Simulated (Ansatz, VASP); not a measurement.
## Ir: VASP beside Ansatz

```xyz
1
Lattice="0.0000 1.9221 1.9221 1.9221 0.0000 1.9221 1.9221 1.9221 0.0000" Properties=species:S:1:pos:R:3 pbc="T T T"
Ir    0.0000    0.0000    0.0000
```

Alike in both runs: functional r2SCAN; k mesh 18 × 18 × 18; occupations gaussian, width 0.1 eV; no spin polarisation.

Ansatz relaxed the structure, and its values are those at the end. VASP's run is a single point on that final structure, the one shown.

|  | VASP | Ansatz |
| --- | --- | --- |
| version | VASP 6.6.1 | Ansatz 0.2.0 |
| potentials or method | VASP PAW PBE potentials, release 64 (Ir_sv_GW), cutoff 550 eV | scalar-relativistic, plane waves, PAW |
| valence electrons in the cell | 17 | 17 |

```csv
,VASP,Ansatz,Ansatz less VASP
gap on the k mesh at the Fermi level (eV),none,none,-
pressure (GPa),-2.2,0.0,+2.15
```

VASP's potentials were made for PBE, not for r2SCAN. A gap of «none» marks a metal or a gap that the smearing closes. With one functional, cell and mesh, what is left measures potentials, basis and numerics.

Spin-orbit coupling is off throughout.
